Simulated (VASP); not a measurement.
# W2C (P-3m1) in VASP: a series of runs

Runs on W2C. Level: PBEsol. Tasks: single point, relaxation of cell and atoms.

Program: VASP 6.6.1. These are calculated values, not measurements. Logs are shortened: lines on timing, memory, paths and dates and some standing lists are left out, and cuts for length are marked.

## 1. The cell of the first run

Symmetry: P-3m1, No. 164, trigonal system. The conventional cell has a = 3.030 Å, b = 3.030 Å, c = 4.655 Å, α = 90.00°, β = 90.00°, γ = 120.00°. Within 2.8 Å of W (site symmetry 3m) lie 3 C at 2.11 Å. Within 2.8 Å of C (site symmetry -3m) lie 6 W at 2.11 Å.

## 2. Single point, PBEsol

INCAR

```
PREC = Accurate ; ENCUT = 600
EDIFF = 1E-6 ; ISMEAR = -1
SIGMA = 0.1 ; LREAL = False
LASPH = True ; NELM = 120
ALGO = Normal ; ISIF = 2
LWAVE = False ; LCHARG = False
GGA = PS ; NBANDS = 23
GGA_COMPAT = False
```

KPOINTS

```
Automatic mesh
0
Gamma
  10 10 6
```

POSCAR

```
W2C
1.0
    3.0302337308      0.0000000000      0.0000000000
   -1.5151168654      2.6242593903      0.0000000000
    0.0000000000      0.0000000000      4.6551221247
W C
2 1
Direct
    0.3333333333      0.6666666667      0.7454044543
    0.6666666667      0.3333333333      0.2545955457
    0.0000000000      0.0000000000      0.0000000000
```

Potentials or basis: VASP PAW PBE potentials, release 64 (W_sv, C).

Run with:

```sh
cat potpaw_PBE.64/W_sv/POTCAR potpaw_PBE.64/C/POTCAR > POTCAR
mpirun -np 1 vasp_std > vasp.out
```

OUTCAR:

```text
PREC = Accurate
   ENCUT = 600
   EDIFF = 1E-6
   ISMEAR = -1
   LREAL = False
   LASPH = True
   NELM = 120
   ISIF = 2
   GGA = PS

 ion  position               nearest neighbor table
   1  0.333  0.667  0.745-   3 2.11   3 2.11   3 2.11   2 2.88   2 2.88   2 2.88   2 2.95   2 2.95
                             2 2.95
   2  0.667  0.333  0.255-   3 2.11   3 2.11   3 2.11   1 2.88   1 2.88   1 2.88   1 2.95   1 2.95
                             1 2.95
   3  0.000  0.000  0.000-   1 2.11   2 2.11   2 2.11   1 2.11   2 2.11   1 2.11

  LATTYP: Found a hexagonal cell.
 ALAT       =     3.0302337308
 C/A-ratio  =     1.5362254328

  Lattice vectors:

 A1 = (   3.0302337308,   0.0000000000,   0.0000000000)
 A2 = (  -1.5151168654,   2.6242593903,   0.0000000000)
 A3 = (   0.0000000000,   0.0000000000,   4.6551221247)

Analysis of symmetry for initial positions (statically):
=====================================================================
 Subroutine PRICEL returns:
 Original cell was already a primitive cell.

 Routine SETGRP: Setting up the symmetry group for a
 hexagonal supercell.

 Subroutine GETGRP returns: Found 12 space group operations
 (whereof 12 operations were pure point group operations)
 out of a pool of 24 trial point group operations.

The static configuration has the point symmetry D_3d.

Analysis of symmetry for dynamics (positions and initial velocities):
=====================================================================
 Subroutine PRICEL returns:
 Original cell was already a primitive cell.

 Routine SETGRP: Setting up the symmetry group for a
 hexagonal supercell.

 Subroutine GETGRP returns: Found 12 space group operations
 (whereof 12 operations were pure point group operations)
 out of a pool of 24 trial point group operations.

The dynamic configuration has the point symmetry D_3d.

 Subroutine INISYM returns: Found 12 space group operations
 (whereof 12 operations are pure point group operations),
 and found     1 'primitive' translations

----------------------------------------------------------------------------------------

                                     Primitive cell

  volume of cell :      37.0181

  direct lattice vectors                    reciprocal lattice vectors
     3.030233731  0.000000000  0.000000000     0.330007547  0.190529946  0.000000000
    -1.515116865  2.624259390  0.000000000     0.000000000  0.381059892  0.000000000
     0.000000000  0.000000000  4.655122125     0.000000000  0.000000000  0.214817135

  length of vectors
     3.030233731  3.030233731  4.655122125     0.381059892  0.381059892  0.214817135

  position of ions in fractional coordinates (direct lattice)
     0.333333333  0.666666667  0.745404454
     0.666666667  0.333333333  0.254595546
     0.000000000  0.000000000  0.000000000

  ion indices of the primitive-cell ions
   primitive index   ion index
                 1           1
                 2           2
                 3           3

----------------------------------------------------------------------------------------

 KPOINTS: Automatic mesh

Automatic generation of k-mesh.
 Grid dimensions read from file:
 generate k-points for:   10   10    6

 Generating k-lattice:

  Cartesian coordinates                     Fractional coordinates (reciprocal lattice)
     0.033000755  0.019052995  0.000000000     0.100000000  0.000000000  0.000000000
     0.000000000  0.038105989  0.000000000     0.000000000  0.100000000  0.000000000
     0.000000000  0.000000000  0.035802856     0.000000000  0.000000000  0.166666667

  Length of vectors
     0.038105989  0.038105989  0.035802856

  Shift w.r.t. Gamma in fractional coordinates (k-lattice)
     0.000000000  0.000000000  0.000000000

 Subroutine IBZKPT returns following result:
 ===========================================

 Found     72 irreducible k-points:

 Following reciprocal coordinates:
            Coordinates               Weight
  0.000000  0.000000  0.000000      1.000000
  0.100000 -0.000000  0.000000      6.000000
  0.200000 -0.000000  0.000000      6.000000
  0.300000  0.000000  0.000000      6.000000
  0.400000  0.000000  0.000000      6.000000
  0.500000  0.000000  0.000000      3.000000
[... 16 lines left out ...]
  0.000000  0.400000  0.166667      6.000000
  0.500000  0.000000  0.166667      6.000000
 [... further k-points ...]
   k-points           NKPTS =     72   k-points in BZ     NKDIM =     72   number of bands    NBANDS=     23
   number of dos      NEDOS =    301   number of ions     NIONS =      3
   total plane-waves  NPLWV =  23040
   dimension x,y,z NGX =    24 NGY =   24 NGZ =   40
   dimension x,y,z NGXF=    48 NGYF=   48 NGZF=   80
   ions per type =               2   1
   NGX,Y,Z   is equivalent  to a cutoff of  13.17, 13.17, 14.28 a.u.
   NGXF,Y,Z  is equivalent  to a cutoff of  26.33, 26.33, 28.57 a.u.
 SYSTEM =  unknown system
   PREC   = accura    normal or accurate (medium, high low for compatibility)
   ISTART =      0    job   : 0-new  1-cont  2-samecut
   ICHARG =      2    charge: 1-file 2-atom 10-const
   ISPIN  =      1    spin polarized calculation?
   LNONCOLLINEAR =      F non collinear calculations
   LSORBIT =      F    spin-orbit coupling
   LASPH  =      T    aspherical Exc in radial PAW
   ENCUT  =  600.0 eV  44.10 Ry    6.64 a.u.   6.05  6.05  9.30*2*pi/ulx,y,z
   NELM   =    120;   NELMIN=  2; NELMDL= -5     # of ELM steps
   EDIFF  = 0.1E-05   stopping-criterion for ELM
   LREAL  =      F    real-space projection
   EDIFFG = 0.1E-04   stopping-criterion for IOM
   NSW    =      0    number of steps for IOM
   IBRION =     -1    ionic relax: 0-MD 1-quasi-New 2-CG
   NFREE  =      0    steps in history (QN), initial steepest desc. (CG)
   ISIF   =      2    stress and relaxation
   ISYM   =      2    0-nonsym 1-usesym 2-fastsym
   POTIM  = 0.5000    time-step for ionic-motion
   TEBEG  =    0.0;   TEEND  =   0.0 temperature during run
   PSTRESS=    0.0 pullay stress
   NELECT =      32.0000    total number of electrons
   NUPDOWN=      -1.0000    fix difference up-down
   EMIN   =  10.00;   EMAX   =-10.00  energy-range for DOS
   EFERMI =   0.00;   METHOD = LEGACY
   ISMEAR =    -1;   SIGMA  =   0.10  broadening in eV -4-tet -1-fermi 0-gaus
   EFERMI_NEDOS =   21; number of points for ismear=-14 and -15
   IALGO  =     38    algorithm
   IMIX   =      4    mixing-type and parameters
     AMIX     =   0.40;   BMIX     =  1.00
     AMIX_MAG =   1.60;   BMIX_MAG =  1.00
  volume/ion in A,a.u.               =      12.34        83.27
  Fermi-wavevector in a.u.,A,eV,Ry     =   1.559505  2.947038 33.090138  2.432057
  Thomas-Fermi vector in A             =   2.662854
   LORBIT       =      0    0 simple, 1 ext, 2 COOP (PROOUT), +10 PAW based schemes
   GGA     = PS    functional components
   LHFCALC =     F    Hartree Fock is set to
   AEXX    =    0.0000 exact exchange contribution
   IVDW    =     0    specifies the selected vdW correction
   LEPSILON=     F    determine dielectric tensor
   LRPA    =     F    only Hartree local field effects (RPA)
 non-spin polarized calculation
  energy-cutoff  :      600.00
  volume of cell :       37.02
 maximum number of plane-waves:      1250
   NGX = 13   NGY = 13   NGZ = 19

 number of electron      31.9999997 magnetization

 Free energy of the ion-electron system (eV)
  ---------------------------------------------------
  ext. energy  EPLUGINS =         0.00000000
  ---------------------------------------------------
  free energy    TOTEN  =       -37.29340014 eV

  energy without entropy =      -37.23934006  energy(sigma->0) =      -37.26637010

 E-fermi :  11.7817     XC(G=0): -13.7519

 val. band max:       11.7809654838   @ k =   0.3000   0.0000   0.3333
 cond. band min:      11.7840716880   @ k =   0.0000   0.3000   0.3333
 fundamental gap:      0.0031062042
 Fermi energy:        11.7817311896

 k-point     1 :       0.0000    0.0000    0.0000
  band No.  band energies     occupation
      1     -62.9171      2.00000
      2     -62.8318      2.00000
      3     -27.6590      2.00000
      4     -26.9740      2.00000
      5     -26.9740      2.00000
      6     -26.8299      2.00000
[... 15 lines left out ...]
     22      18.7634      0.00000
     23      19.4744      0.00000

 k-point     2 :       0.1000   -0.0000    0.0000
  band No.  band energies     occupation
      1     -62.9120      2.00000
      2     -62.8304      2.00000
      3     -27.6308      2.00000
      4     -27.0287      2.00000
      5     -26.9947      2.00000
      6     -26.8838      2.00000
[... 15 lines left out ...]
     22      18.6756      0.00000
     23      19.3146      0.00000

 k-point     3 :       0.2000   -0.0000    0.0000
  band No.  band energies     occupation
      1     -62.8984      2.00000
      2     -62.8273      2.00000
      3     -27.5517      2.00000
      4     -27.1712      2.00000
      5     -27.0453      2.00000
      6     -27.0207      2.00000
[... 15 lines left out ...]
     22      18.0646      0.00000
     23      18.7980      0.00000

 k-point     4 :       0.3000    0.0000    0.0000
  band No.  band energies     occupation
      1     -62.8801      2.00000
      2     -62.8248      2.00000
      3     -27.4391      2.00000
      4     -27.3444      2.00000
      5     -27.1824      2.00000
      6     -27.1034      2.00000
[... 15 lines left out ...]
     22      17.8248      0.00000
     23      17.8500      0.00000

 k-point     5 :       0.4000    0.0000    0.0000
  band No.  band energies     occupation
      1     -62.8629      2.00000
      2     -62.8252      2.00000
      3     -27.4885      2.00000
      4     -27.3149      2.00000
      5     -27.3080      2.00000
      6     -27.1481      2.00000
[... 434 lines left out ...]
 k-point    22 :       0.4000    0.0000    0.1667
  band No.  band energies     occupation
      1     -62.8604      2.00000
      2     -62.8277      2.00000
      3     -27.5532      2.00000
      4     -27.3578      2.00000
      5     -27.2043      2.00000
      6     -27.1295      2.00000
[... 15 lines left out ...]
     22      17.9997      0.00000
     23      19.5232      0.00000

 k-point    23 :       0.0000    0.4000    0.1667
  band No.  band energies     occupation
      1     -62.8604      2.00000
      2     -62.8277      2.00000
      3     -27.5292      2.00000
      4     -27.3789      2.00000
      5     -27.2199      2.00000
      6     -27.1327      2.00000
[... 15 lines left out ...]
     22      16.7913      0.00000
     23      18.4520      0.00000

 k-point    24 :       0.5000    0.0000    0.1667
  band No.  band energies     occupation
      1     -62.8531      2.00000
      2     -62.8285      2.00000
      3     -27.5829      2.00000
      4     -27.4110      2.00000
      5     -27.1761      2.00000
      6     -27.1472      2.00000
[... 15 lines left out ...]
     22      16.9818      0.00000
     23      18.8659      0.00000

 [... further k-points ...]
[... 5 lines left out ...]
  --------------------------------------------------------------------------------------
  -------------------------------------------------------------------------------------
  Total        0.2280970      0.2280970      0.2191987     -0.0000000      0.0000000      0.0000000
  in kB        9.8722529      9.8722529      9.4871263     -0.0000000      0.0000000      0.0000000
  external PRESSURE =       9.7438774 kB  Pullay stress =       0.0000000 kB

 VOLUME and BASIS-vectors are now :
 -----------------------------------------------------------------------------
  energy-cutoff  :      600.00
  volume of cell :       37.02
      direct lattice vectors                 reciprocal lattice vectors
     3.030233731  0.000000000  0.000000000     0.330007547  0.190529946  0.000000000
    -1.515116865  2.624259390  0.000000000     0.000000000  0.381059892  0.000000000
     0.000000000  0.000000000  4.655122125     0.000000000  0.000000000  0.214817135

 POSITION                                       TOTAL-FORCE (eV/Angst)
 -----------------------------------------------------------------------------------
     -0.00000      1.74951      3.46995         0.000000     -0.000000     -0.063205
      1.51512      0.87475      1.18517        -0.000000      0.000000      0.063205
      0.00000      0.00000      0.00000        -0.000000      0.000000      0.000000
 -----------------------------------------------------------------------------------
    total drift:                                0.000000     -0.000000      0.000000

  FREE ENERGIE OF THE ION-ELECTRON SYSTEM (eV)
  ---------------------------------------------------
  free  energy   TOTEN  =       -37.2934001381 eV

  energy  without entropy=      -37.2393400562  energy(sigma->0) =      -37.26637010
```

It took 46 s on 1 thread of Intel Xeon Platinum 8488C (Sapphire Rapids), shared host; peak memory 0.2 GiB.

What came out:

```yaml
Free_energy: -37.2934 eV
Pressure: 1.0 GPa
Largest_force: 0.063 eV/Å
Band_gap_on_the_k_mesh: zero (band 16 reaches 13.35 eV, above the bottom of band 17 at 10.68 eV)
```

Forces on the atoms (eV/Å):
```
W    0.000  0.000 -0.063
W    0.000  0.000  0.063
C    0.000  0.000  0.000
```

Caveat: the PAW data sets were made with another functional, which shifts forces and pressure a little; spin-orbit coupling is left out, which moves the levels of the heavy elements.

## 3. Relaxation of cell and atoms, PBEsol

This run uses another cell than the first one, of 12.73 Å³/atom, 1.032 times its volume.

INCAR

```
SYSTEM = W2C
ALGO     = Normal         ! electronic algorithm
EDIFF    = 1E-7           ! SCF threshold, eV
EDIFFG   = -0.03          ! ionic threshold
ENCUT    = 600            ! plane-wave cutoff, eV
GGA      = PS             ! functional
GGA_COMPAT= .False.      
IBRION   = 2              ! ionic algorithm
ISIF     = 3              ! what is computed and relaxed
ISMEAR   = -1             ! smearing method
LASPH    = .True.         ! aspherical terms in the spheres
LCHARG   = .False.        ! write CHGCAR
LREAL    = .False.        ! projectors in reciprocal space
LWAVE    = .False.        ! write WAVECAR
NELM     = 120            ! most SCF steps
NELMIN   = 4            
NSW      = 80             ! ionic steps
PREC     = Accurate       ! precision mode
SIGMA    = 0.1            ! smearing width, eV
```

KPOINTS

```
k-points
0
Gamma
  10 10 6
  0 0 0
```

POSCAR

```
W2C
1.0
    3.0700460000      0.0000000000      0.0000000000
   -1.5350230000      2.6587380000      0.0000000000
    0.0000000000      0.0000000000      4.6784280000
W C
2 1
Direct
    0.3333333333      0.6666666667      0.7463310000
    0.6666666667      0.3333333333      0.2536690000
    0.0000000000      0.0000000000      0.0000000000
```

Potentials or basis: VASP PAW PBE potentials, release 64 (W_sv, C).

Run with:

```sh
cat potpaw_PBE.64/W_sv/POTCAR potpaw_PBE.64/C/POTCAR > POTCAR
mpirun -np 1 vasp_std > vasp.out
```

Run time: 5.4 min. Hardware: 1 thread of Intel Xeon Platinum 8488C (Sapphire Rapids), shared host; peak memory 0.23 GiB.

Results (log left out):

```
Free energy                            : -37.2945 eV
Relaxed volume                         : 12.38 Å³/atom
Relaxed cell                           : a = 3.034 Å, b = 3.034 Å, c = 4.657 Å, α = 90.00°, β = 90.00°, γ = 120.00°
Space group after relaxing (to 0.05 Å) : P-3m1 (No. 164)
Energy gained by relaxing              : 10.5 meV/atom
Ionic steps                            : 9
Pressure after relaxing                : -0.2 GPa
Largest force after relaxing           : 0.018 eV/Å
Band gap on the k mesh                 : zero (band 16 reaches 13.29 eV, above the bottom of band 17 at 10.64 eV)
```

Forces on the atoms (eV/Å):
```
W    0.000  0.000  0.018
W    0.000  0.000 -0.018
C    0.000  0.000  0.000
```

Stress tensor (GPa, compression positive):
```
-0.31  0.00  0.00
 0.00 -0.31  0.00
 0.00  0.00 -0.08
```

Step by step:
| step | energy change (eV) | largest force (eV/Å) | pressure (GPa) | volume (Å³) |
| --- | --- | --- | --- | --- |
| 1 | 0.0000 | 0.1314 | -9.16 | 38.19 |
| 2 | 0.2659 | 1.2636 | 34.73 | 34.31 |
| 3 | -0.0297 | 0.1508 | -0.38 | 37.22 |
| 4 | -0.0297 | 0.1603 | -0.09 | 37.19 |
| 5 | -0.0297 | 0.1668 | 0.10 | 37.17 |
| 6 | -0.0313 | 0.0011 | 0.20 | 37.09 |
| 7 | -0.0314 | 0.0240 | 0.21 | 37.08 |
| 8 | -0.0315 | 0.0142 | -0.48 | 37.16 |
| 9 | -0.0315 | 0.0175 | -0.23 | 37.13 |

Final structure:
```
W C
1.0
     3.03419    0.00000    0.00000
    -1.51710    2.62769    0.00000
     0.00000    0.00000    4.65705
W C
2 1
Direct
  0.33333 0.66667 0.74505
  0.66667 0.33333 0.25495
  0.00000 0.00000 0.00000
```

Levels at points of the mesh, in eV from the Fermi level:
```csv
k point,band 14,band 15,band 16,band 17,band 18,band 19
"(0.00, 0.00, 0.00)",-1.58,-1.38,-1.38,-1.02,-1.02,0.57
"(0.50, 0.00, 0.00)",-3.46,-1.72,1.55,2.24,2.77,3.28
"(0.00, 0.00, 0.50)",-2.82,-2.32,-2.32,1.13,1.13,1.71
"(0.50, 0.00, 0.50)",-2.62,-2.43,-0.47,0.18,2.22,2.76
```

Caveat: the PAW data sets were made with another functional, which shifts forces and pressure a little; spin-orbit coupling is left out, which moves the levels of the heavy elements.
